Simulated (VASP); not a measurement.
# Ni in VASP: a series of runs, part 2 of 2

VASP 6.6.1. The steps go on from the part before.

**4. Single point, PBE, collinear spin, ferromagnetic start (biaxial strain in the a-b plane: +2.0 %, then relaxed in part)**

Input file INCAR:

```
PREC     = Accurate       # precision mode
ENCUT    = 520            # plane-wave cutoff, eV
EDIFF    = 1E-6           # SCF threshold, eV
ISMEAR   = 0              # smearing method
SIGMA    = 0.1            # smearing width, eV
LREAL    = False          # projectors in reciprocal space
LASPH    = True           # aspherical terms in the spheres
NELM     = 150            # most SCF steps
ALGO     = Normal         # electronic algorithm
ISIF     = 2              # what is computed and relaxed
LWAVE    = False          # write WAVECAR
LCHARG   = True           # write CHGCAR
ISPIN    = 2              # spin polarisation
MAGMOM   = 0.75 0.75      # initial moments
LORBIT   = 11             # projections on sites
LMAXMIX  = 4              # l up to which the mixer works
GGA      = PE             # functional
LELF     = True           # ELF
LVHAR    = True         
NBANDS   = 21             # bands
```

Input file KPOINTS:

```
regular mesh
0
Gamma
  20 20 14
```

Input file POSCAR:

```
Ni
1.0
    1.7944458620      1.7944458620      0.0000000000
   -1.7944458620      1.7944458620      0.0000000000
    0.0000000000      0.0000000000      3.4370294828
Ni
2
Direct
    0.0000000000      0.0000000000      0.0000000000
    0.5000000000      0.5000000000      0.5000000000
```

Potentials or basis: VASP PAW PBE potentials, release 64 (Ni).

Started as:

```sh
$ cat potpaw_PBE.64/Ni/POTCAR > POTCAR
$ mpirun -np 1 vasp_std > vasp.out
```

OUTCAR:

```text
PREC = Accurate
   ENCUT = 520
   EDIFF = 1E-6
   ISMEAR = 0
   LREAL = False
   LASPH = True
   NELM = 150
   ISIF = 2
   ISPIN = 2
   LORBIT = 11
   GGA = PE

 ion  position               nearest neighbor table
   1  0.000  0.000  0.000-   2 2.48   2 2.48   2 2.48   2 2.48   2 2.48   2 2.48   2 2.48   2 2.48

   2  0.500  0.500  0.500-   1 2.48   1 2.48   1 2.48   1 2.48   1 2.48   1 2.48   1 2.48   1 2.48

  LATTYP: Found a simple tetragonal cell.
 ALAT       =     2.5377296750
 C/A-ratio  =     1.3543717901

  Lattice vectors:

 A1 = (   1.7944458620,   1.7944458620,   0.0000000000)
 A2 = (  -1.7944458620,   1.7944458620,   0.0000000000)
[... 1398 lines left out ...]

 VOLUME and BASIS-vectors are now :
 -----------------------------------------------------------------------------
  energy-cutoff  :      520.00
  volume of cell :       22.13
      direct lattice vectors                 reciprocal lattice vectors
     1.794445862  1.794445862  0.000000000     0.278637551  0.278637551  0.000000000
    -1.794445862  1.794445862  0.000000000    -0.278637551  0.278637551  0.000000000
     0.000000000  0.000000000  3.437029483     0.000000000  0.000000000  0.290948915

 POSITION                                       TOTAL-FORCE (eV/Angst)
 -----------------------------------------------------------------------------------
      0.00000      0.00000      0.00000         0.000000     -0.000000      0.000000
      0.00000      1.79445      1.71851        -0.000000      0.000000      0.000000
 -----------------------------------------------------------------------------------
    total drift:                               -0.000000      0.000000      0.000000

  FREE ENERGIE OF THE ION-ELECTRON SYSTEM (eV)
  ---------------------------------------------------
  free  energy   TOTEN  =       -10.9373712462 eV

  energy  without entropy=      -10.9195342736  energy(sigma->0) =      -10.92845276

 total charge

# of ion       s       p       d       tot
------------------------------------------
    1        0.490   0.483   8.307   9.280
    2        0.490   0.483   8.307   9.280
--------------------------------------------------
tot          0.980   0.965  16.615  18.561

 magnetization (x)

# of ion       s       p       d       tot
------------------------------------------
    1       -0.006  -0.024   0.672   0.642
    2       -0.006  -0.024   0.672   0.642
--------------------------------------------------
tot         -0.013  -0.049   1.345   1.283
```

OSZICAR:

```text
N       E                     dE             d eps       ncg     rms          rms(c)
DAV:   1     0.967517881673E+02    0.96752E+02   -0.85316E+03 48349   0.130E+03
DAV:   2    -0.718837706028E+01   -0.10394E+03   -0.95857E+02 45382   0.234E+02
DAV:   3    -0.129088254698E+02   -0.57204E+01   -0.54838E+01 50192   0.628E+01
DAV:   4    -0.129861859842E+02   -0.77361E-01   -0.77286E-01 50868   0.677E+00
DAV:   5    -0.129885170285E+02   -0.23310E-02   -0.23309E-02 50476   0.116E+00    0.138E+01
DAV:   6    -0.116486802449E+02    0.13398E+01   -0.79557E+00 52353   0.579E+01    0.878E+00
DAV:   7    -0.109714654730E+02    0.67721E+00   -0.16425E+00 52070   0.238E+01    0.262E+00
DAV:   8    -0.109437726751E+02    0.27693E-01   -0.13647E-02 63150   0.138E+00    0.132E+00
DAV:   9    -0.109385944166E+02    0.51783E-02   -0.72165E-04 69872   0.367E-01    0.376E-01
DAV:  10    -0.109374465231E+02    0.11479E-02   -0.11605E-04 66974   0.177E-01    0.731E-02
DAV:  11    -0.109373703817E+02    0.76141E-04   -0.39649E-05 57588   0.772E-02    0.313E-02
DAV:  12    -0.109373724420E+02   -0.20604E-05   -0.32240E-06 51084   0.241E-02    0.185E-02
DAV:  13    -0.109373713160E+02    0.11261E-05   -0.13610E-06 37222   0.119E-02    0.199E-03
DAV:  14    -0.109373712462E+02    0.69762E-07   -0.84460E-08 23926   0.255E-03
   1 F= -.10937371E+02 E0= -.10928453E+02  d E =-.178370E-01  mag=     1.2564
```

stdout:

```text
POSCAR found type information on POSCAR Ni
 POSCAR found :  1 types and       2 ions
 scaLAPACK will be used
 LDA part: xc-table for (Slater+PW92), standard interpolation
 POSCAR, INCAR and KPOINTS ok, starting setup
 FFT: planning ... GRIDC
 FFT: planning ... GRID_SOFT
 FFT: planning ... GRID
 WAVECAR not read
 entering main loop
```

It took 4.3 min on 1 thread of Intel Xeon Platinum 8488C (Sapphire Rapids), shared host; peak memory 0.41 GiB.

Results:

```yaml
Free_energy: -10.9374 eV
Pressure: -3.0 GPa
Net_moment: 1.26 μB per cell
Site_moments: Ni +0.64 μB
Valence_electrons_inside_the_program's_atomic_spheres: Ni 9.28
```

Stress tensor (GPa, compression positive):
```
-4.44  0.00  0.00
 0.00 -4.44  0.00
 0.00  0.00 -0.13
```

Levels at points of the mesh, in eV from the Fermi level:
Spin up:
```tsv
k point	band 9	band 10	band 11	band 12	band 13	band 14
(0.00, 0.00, 0.00)	-0.57	-0.48	-0.48	3.13	9.85	13.97
(0.50, 0.00, 0.00)	-1.43	-1.43	0.79	0.79	11.83	11.83
(0.50, 0.50, 0.00)	-0.41	-0.41	2.11	2.11	8.69	8.69
(0.00, 0.00, 0.50)	-1.64	-1.64	-0.98	-0.98	18.61	18.61
(0.50, 0.00, 0.50)	-0.56	-0.56	-0.25	-0.25	5.55	5.55
(0.50, 0.50, 0.50)	-0.57	-0.57	7.61	7.61	7.61	7.61
```
Spin down:
```csv
k point,band 8,band 9,band 10,band 11,band 12,band 13
"(0.00, 0.00, 0.00)",-0.53,0.06,0.40,0.40,3.09,10.07
"(0.50, 0.00, 0.00)",-1.15,-0.60,-0.60,1.36,1.36,12.01
"(0.50, 0.50, 0.00)",0.28,0.46,0.46,2.07,2.07,8.94
"(0.00, 0.00, 0.50)",-0.85,-0.85,-0.85,-0.38,-0.38,18.70
"(0.50, 0.00, 0.50)",-0.32,0.09,0.09,0.21,0.21,5.97
"(0.50, 0.50, 0.50)",-0.71,0.28,0.28,7.80,7.80,7.80
```

Caveat: the cell differs from its parent crystal (biaxial strain in the a-b plane: +2.0 %, then relaxed in part); the cell stands under tension.

**5. Single point, PBE, collinear spin, ferromagnetic start (uniaxial strain along c: -3.0 %, then relaxed in part)**

Input file INCAR:

```
PREC = Accurate ; ENCUT = 520
EDIFF = 1E-7 ; ISMEAR = 0
SIGMA = 0.1 ; LREAL = F
LASPH = T ; NELM = 150
ALGO = Fast ; ISIF = 2
LWAVE = F ; LCHARG = F
ISPIN = 2 ; MAGMOM = 0.75 0.75
LORBIT = 11 ; LMAXMIX = 4
GGA = PE ; NBANDS = 21
```

KPOINTS is that of step 4.

Input file POSCAR:

```
Ni
1.0
    1.7798264546      1.7798264546      0.0000000000
   -1.7798264546      1.7798264546      0.0000000000
    0.0000000000      0.0000000000      3.4129656590
Ni
2
Direct
    0.0000000000      0.0000000000      0.0000000000
    0.5000000000      0.5000000000      0.5000000000
```

Potentials or basis: VASP PAW PBE potentials, release 64 (Ni).

Started as:

```sh
$ cat potpaw_PBE.64/Ni/POTCAR > POTCAR
$ mpirun -np 1 vasp_std > vasp.out
```

OUTCAR:

```text
PREC = Accurate
   ENCUT = 520
   EDIFF = 1E-7
   ISMEAR = 0
   LREAL = F
   LASPH = T
   NELM = 150
   ISIF = 2
   ISPIN = 2
   LORBIT = 11
   GGA = PE

 ion  position               nearest neighbor table
   1  0.000  0.000  0.000-   2 2.47   2 2.47   2 2.47   2 2.47   2 2.47   2 2.47   2 2.47   2 2.47

   2  0.500  0.500  0.500-   1 2.47   1 2.47   1 2.47   1 2.47   1 2.47   1 2.47   1 2.47   1 2.47

  LATTYP: Found a simple tetragonal cell.
 ALAT       =     2.5170547108
 C/A-ratio  =     1.3559362236

  Lattice vectors:

 A1 = (   1.7798264546,   1.7798264546,   0.0000000000)
 A2 = (  -1.7798264546,   1.7798264546,   0.0000000000)
 A3 = (   0.0000000000,   0.0000000000,   3.4129656590)

Analysis of symmetry for initial positions (statically):
=====================================================================
 Subroutine PRICEL returns following result:

  LATTYP: Found a body centered tetragonal cell.
 ALAT       =     2.5170547108
 C/A-ratio  =     1.3559362236
[... 12 lines left out ...]
 Subroutine GETGRP returns: Found 16 space group operations
 (whereof 16 operations were pure point group operations)
 out of a pool of 16 trial point group operations.

The static configuration has the point symmetry D_4h.

Analysis of symmetry for dynamics (positions and initial velocities):
=====================================================================
 Subroutine PRICEL returns following result:

  LATTYP: Found a body centered tetragonal cell.
 ALAT       =     2.5170547108
 C/A-ratio  =     1.3559362236
[... 12 lines left out ...]
 Subroutine GETGRP returns: Found 16 space group operations
 (whereof 16 operations were pure point group operations)
 out of a pool of 16 trial point group operations.

The dynamic configuration has the point symmetry D_4h.

Analysis of structural, dynamic, and magnetic symmetry:
=====================================================================
[... 163 lines left out ...]
  ext. energy  EPLUGINS =         0.00000000
  ---------------------------------------------------
  free energy    TOTEN  =       -10.94046920 eV

  energy without entropy =      -10.92307665  energy(sigma->0) =      -10.93177292

 E-fermi :   9.4641     XC(G=0): -13.2926

 val. band max:        9.4630332167   @ k =   0.0500   0.0500   0.0000
 cond. band min:       9.4644944613   @ k =   0.4500   0.2500   0.5000
 fundamental gap:      0.0014612446
 Fermi energy:         9.4641363603

 spin component 1

 k-point     1 :       0.0000    0.0000    0.0000
  band No.  band energies     occupation
      1       0.4116      1.00000
      2       4.8190      1.00000
      3       5.2151      1.00000
      4       6.9388      1.00000
      5       6.9388      1.00000
      6       7.1879      1.00000
[... 565 lines left out ...]
     20      34.6834      0.00000
     21      38.3127      0.00000

 [... further k-points ...]

 spin component 2

 k-point     1 :       0.0000    0.0000    0.0000
  band No.  band energies     occupation
      1       0.3781      1.00000
      2       5.1566      1.00000
      3       5.8098      1.00000
      4       7.6927      1.00000
      5       7.6927      1.00000
      6       7.9321      1.00000
[... 565 lines left out ...]
     20      34.6439      0.00000
     21      38.4140      0.00000

 [... further k-points ...]

------------------------ aborting loop because EDIFF is reached ----------------------------------------

  FORCE on cell =-STRESS in cart. coord.  units (eV):
  Direction    XX          YY          ZZ          XY          YZ          ZX
  --------------------------------------------------------------------------------------
  -------------------------------------------------------------------------------------
  Total       -0.0024165     -0.0024165      0.5996018      0.0000000      0.0000000      0.0000000
  in kB       -0.1790550     -0.1790550     44.4279479      0.0000000      0.0000000      0.0000000
  external PRESSURE =      14.6899460 kB  Pullay stress =       0.0000000 kB

 VOLUME and BASIS-vectors are now :
 -----------------------------------------------------------------------------
  energy-cutoff  :      520.00
  volume of cell :       21.62
      direct lattice vectors                 reciprocal lattice vectors
     1.779826455  1.779826455  0.000000000     0.280926266  0.280926266  0.000000000
    -1.779826455  1.779826455  0.000000000    -0.280926266  0.280926266  0.000000000
     0.000000000  0.000000000  3.412965659     0.000000000  0.000000000  0.293000311

 POSITION                                       TOTAL-FORCE (eV/Angst)
 -----------------------------------------------------------------------------------
      0.00000      0.00000      0.00000         0.000000     -0.000000      0.000000
      0.00000      1.77983      1.70648        -0.000000      0.000000     -0.000000
 -----------------------------------------------------------------------------------
    total drift:                               -0.000000      0.000000      0.000000

  FREE ENERGIE OF THE ION-ELECTRON SYSTEM (eV)
  ---------------------------------------------------
  free  energy   TOTEN  =       -10.9404691960 eV

  energy  without entropy=      -10.9230766499  energy(sigma->0) =      -10.93177292

 total charge

# of ion       s       p       d       tot
------------------------------------------
    1        0.500   0.503   8.318   9.321
    2        0.500   0.503   8.318   9.321
--------------------------------------------------
tot          1.000   1.007  16.636  18.643

 magnetization (x)

# of ion       s       p       d       tot
------------------------------------------
    1       -0.006  -0.025   0.665   0.634
    2       -0.006  -0.025   0.665   0.634
--------------------------------------------------
tot         -0.013  -0.049   1.330   1.268
```

OSZICAR:

```text
N       E                     dE             d eps       ncg     rms          rms(c)
DAV:   1     0.972364030880E+02    0.97236E+02   -0.84903E+03 48269   0.131E+03
DAV:   2    -0.713208182446E+01   -0.10437E+03   -0.96405E+02 45477   0.235E+02
DAV:   3    -0.129131598233E+02   -0.57811E+01   -0.55468E+01 50158   0.631E+01
DAV:   4    -0.129906447718E+02   -0.77485E-01   -0.77414E-01 50833   0.681E+00
DAV:   5    -0.129929915311E+02   -0.23468E-02   -0.23466E-02 50557   0.117E+00    0.141E+01
RMM:   6    -0.115882871752E+02    0.14047E+01   -0.71048E+00 53727   0.287E+01    0.906E+00
RMM:   7    -0.109858908538E+02    0.60240E+00   -0.10869E+00 52940   0.114E+01    0.306E+00
RMM:   8    -0.109454482932E+02    0.40443E-01   -0.19930E-02 62155   0.100E+00    0.131E+00
RMM:   9    -0.109415445293E+02    0.39038E-02   -0.28386E-03 60691   0.421E-01    0.323E-01
RMM:  10    -0.109405195187E+02    0.10250E-02   -0.64442E-04 58112   0.264E-01    0.700E-02
RMM:  11    -0.109404620630E+02    0.57456E-04   -0.22052E-04 63735   0.101E-01    0.436E-02
RMM:  12    -0.109404681669E+02   -0.61040E-05   -0.40302E-05 67167   0.359E-02    0.262E-02
RMM:  13    -0.109404689182E+02   -0.75130E-06   -0.52527E-06 61291   0.164E-02    0.652E-03
RMM:  14    -0.109404691642E+02   -0.24591E-06   -0.13422E-06 58237   0.102E-02    0.447E-04
RMM:  15    -0.109404691960E+02   -0.31810E-07   -0.52531E-07 50021   0.373E-03
   1 F= -.10940469E+02 E0= -.10931773E+02  d E =-.173925E-01  mag=     1.2459
```

stdout:

```text
POSCAR found type information on POSCAR Ni
 POSCAR found :  1 types and       2 ions
 scaLAPACK will be used
 LDA part: xc-table for (Slater+PW92), standard interpolation
 POSCAR, INCAR and KPOINTS ok, starting setup
 FFT: planning ... GRIDC
 FFT: planning ... GRID_SOFT
 FFT: planning ... GRID
 WAVECAR not read
 entering main loop
WARNING in EDDRMM: call to ZHEGV failed, returncode =   8  4     20
WARNING in EDDRMM: call to ZHEGV failed, returncode =   6  3     20
WARNING in EDDRMM: call to ZHEGV failed, returncode =   8  4     20
WARNING in EDDRMM: call to ZHEGV failed, returncode =   8  4     19
WARNING in EDDRMM: call to ZHEGV failed, returncode =   6  3     19
WARNING in EDDRMM: call to ZHEGV failed, returncode =   8  4     18
WARNING in EDDRMM: call to ZHEGV failed, returncode =   8  4     19
WARNING in EDDRMM: call to ZHEGV failed, returncode =   8  4     21
WARNING in EDDRMM: call to ZHEGV failed, returncode =   6  3     20
WARNING in EDDRMM: call to ZHEGV failed, returncode =   8  4     20
WARNING in EDDRMM: call to ZHEGV failed, returncode =   8  4     19
WARNING in EDDRMM: call to ZHEGV failed, returncode =   6  3     20
 num prob WARNING in EDDRMM: call to ZHEGV failed, returncode =   8  4     20
WARNING in EDDRMM: call to ZHEGV failed, returncode =   8  4     20
 num prob  num prob WARNING in EDDRMM: call to ZHEGV failed, returncode =   8  4     17
WARNING in EDDRMM: call to ZHEGV failed, returncode =   6  3     19
 num prob WARNING in EDDRMM: call to ZHEGV failed, returncode =   6  3     20
 num prob  num prob  num prob  num prob  num prob  num prob  num prob  num prob  num prob  num prob  num prob WARNING in EDDRMM: call to ZHEGV failed, returncode =   6  3     19
 num prob  num prob  num prob  num prob RMM:  15    -0.109404691960E+02   -0.31810E-07   -0.52531E-07 50021   0.373E-03
```

Wall time 3.6 min (1 thread of Intel Xeon 6975P-C (Granite Rapids), shared host); peak memory 0.41 GiB.

What came out:

```yaml
Free_energy: -10.9405 eV
Pressure: 1.5 GPa
Net_moment: 1.25 μB per cell
Site_moments: Ni +0.63 μB
Valence_electrons_inside_the_program's_atomic_spheres: Ni 9.32
```

Levels at points of the mesh, in eV from the Fermi level:
Spin up:
```csv
k point,band 8,band 9,band 10,band 11,band 12,band 13,band 14,band 15
"(0.00, 0.00, 0.00)",-1.13,-0.56,-0.46,-0.46,3.14,10.05,14.19,14.19
"(0.50, 0.00, 0.00)",-1.74,-1.44,-1.44,0.84,0.84,12.02,12.02,13.55
"(0.50, 0.50, 0.00)",-0.54,-0.40,-0.40,2.13,2.13,8.90,8.90,15.24
"(0.00, 0.00, 0.50)",-1.67,-1.67,-1.67,-0.99,-0.99,18.93,18.93,18.93
"(0.50, 0.00, 0.50)",-0.65,-0.55,-0.55,-0.30,-0.30,5.72,5.72,22.06
"(0.50, 0.50, 0.50)",-1.29,-0.55,-0.55,7.75,7.75,7.75,7.75,9.76
```
Spin down:
```tsv
k point	band 6	band 7	band 8	band 9	band 10	band 11	band 12	band 13	band 14	band 15
(0.00, 0.00, 0.00)	-1.53	-0.81	-0.55	0.06	0.41	0.41	3.10	10.27	14.20	14.20
(0.50, 0.00, 0.00)	-2.23	-1.19	-1.19	-0.63	-0.63	1.40	1.40	12.21	12.21	13.66
(0.50, 0.50, 0.00)	0.06	0.29	0.29	0.47	0.47	2.09	2.09	9.15	9.15	15.24
(0.00, 0.00, 0.50)	-1.20	-0.88	-0.88	-0.88	-0.88	-0.39	-0.39	19.01	19.01	19.01
(0.50, 0.00, 0.50)	-1.68	-0.36	-0.36	0.09	0.09	0.21	0.21	6.14	6.14	21.93
(0.50, 0.50, 0.50)	-2.52	-0.74	-0.74	0.29	0.29	7.94	7.94	7.94	7.94	9.92
```

Caveat: the cell differs from its parent crystal (uniaxial strain along c: -3.0 %, then relaxed in part).

**6. Overview**

```tsv
cell	k mesh	smearing	gap on the mesh (eV)	pressure (GPa)	moment (μB)
a = 4.976 Å, angles 60.0°, 8 atoms, atomic positions A	8 × 8 × 8	gaussian 0.15 eV	none	-0.2	4.78
a = 2.438, b = 2.438, c = 3.561 Å, 2 atoms, atomic positions B	20 × 20 × 14	gaussian 0.1 eV	none	6.0	1.25
a = 2.538, b = 2.538, c = 3.437 Å, 2 atoms, atomic positions B	20 × 20 × 14	gaussian 0.1 eV	none	-3.0	1.26
a = 2.517, b = 2.517, c = 3.413 Å, 2 atoms, atomic positions B	20 × 20 × 14	gaussian 0.1 eV	none	1.5	1.25
```

Alike in all rows: task single point; level PBE; potentials or basis VASP PAW PBE potentials, release 64 (Ni); spin collinear, ferromagnetic start; cutoff (eV) 520.

Caveats: the cell stands under pressure (at least some runs); the cell stands under tension (at least some runs).

Total energies depend on the potentials used, so only differences within one code and one set of settings carry meaning.
